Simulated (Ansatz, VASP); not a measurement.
# Mg2Sn: VASP beside Ansatz

```
Sn Mg
1.0
     0.00000    3.32924    3.32924
     3.32924    0.00000    3.32924
     3.32924    3.32924    0.00000
Sn Mg
1 2
Direct
  0.00000 0.00000 0.00000
  0.25000 0.25000 0.25000
  0.75000 0.75000 0.75000
```

Change from the starting cell: hydrostatic strain -1.5%.

Alike in both runs: task single point; functional PBE; k mesh 6 × 6 × 6; occupations fermi-dirac, width 0.02 eV; no spin polarisation.

|  | VASP | Ansatz |
| --- | --- | --- |
| version | VASP 6.6.1 | Ansatz 0.2.0 |
| potentials or method | VASP PAW PBE potentials, release 64 (Sn_d, Mg) | plane waves, PAW |
| plane-wave cutoff (eV) | 600 | 420 |
| valence electrons in the cell | 18 | 34 |

```csv
,VASP,Ansatz,Ansatz less VASP
pressure (GPa),3.2,3.3,+0.10
```

The functional is the same, so the differences come from potentials, cutoffs and numerics. VASP's potentials hold 18 valence electrons a cell and Ansatz's 34, so a difference there can come from the potentials and not from the codes.
